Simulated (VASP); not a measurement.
Runs of VASP 6.6.1 on Cu3N. The structure is that of space group Pm-3m (No. 221), or close to it. The cells are those of the table. 

| task | cell | gap on the mesh (eV) | pressure (GPa) |
| --- | --- | --- | --- |
| single point | a = 3.827 Å, 4 atoms | 0.25 | 0.8 |
| single point | a = 3.951 Å, 4 atoms | 0.55 | (b) |
| single point | a = 3.709 Å, 4 atoms | none | 14.4 |
| relaxation of cell and atoms | relaxed from a = 3.807 Å, 4 atoms | 0.26 | 0.0 |
| single point | a = 3.668 Å, 4 atoms | none | 20.9 |
| single point | a = 3.865 Å, 4 atoms | 0.34 | -2.4 |
| single point | a = 3.749 Å, 4 atoms | (a) | 9.2 |

Alike in all rows: level PBE; potentials or basis VASP PAW PBE potentials, release 64 (Cu, N); no spin polarisation; k mesh 10 × 10 × 10; cutoff (eV) 600; smearing gaussian 0.01 eV.

Task: Estimate the missing entries.

Result: (a) 0.04; (b) -8.2.

Caveats: the cell stands under pressure (at least some runs); the cell stands under tension (at least some runs).

A k mesh can miss the band edges.

A gap of «none» marks levels without a gap at the run's occupations.
